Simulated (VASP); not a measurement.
Input of a VASP 6.6.1 run:

The input INCAR:

```
  PREC = Accurate
  ENCUT = 520
  EDIFF = 1E-7
  ISMEAR = 0
  SIGMA = 0.1
  LREAL = F
  LASPH = T
  NELM = 60
  ALGO = Normal
  ISIF = 2
  LWAVE = F
  LCHARG = F
  GGA = PE
  NBANDS = 21
```

The input KPOINTS:

```
regular mesh
0
Gamma
  4 4 4
```

Contents of POSCAR:

```
Mg3Te2O
1.0
    4.4261642202      0.0000000000      0.0000000000
    0.0000000000      4.4261642202      0.0000000000
    0.0000000000      0.0000000000      7.1960902925
Mg Te O
3 2 1
Direct
    0.5000000000      0.0000000000      0.6223657130
    0.0000000000      0.5000000000      0.6223657130
    0.5000000000      0.5000000000      0.3016832942
    0.5000000000      0.0000000000      0.0355275798
    0.0000000000      0.5000000000      0.0355275798
    0.0000000000      0.0000000000      0.6044679603
```

Potentials or basis: VASP PAW PBE potentials, release 64 (Mg, Te, O).

Run with:

```bash
$ cat potpaw_PBE.64/Mg/POTCAR potpaw_PBE.64/Te/POTCAR potpaw_PBE.64/O/POTCAR > POTCAR
$ mpirun -np 1 vasp_std > vasp.out
```

(1) Predict the largest force.

(2) What does it give for the band gap on the k mesh?

Answers

(1) 0.019 eV/Å.

(2) zero (bands 12 and 13 overlap by 2.79 eV).

Caveat: spin-orbit coupling is left out, which moves the levels of the heavy elements.
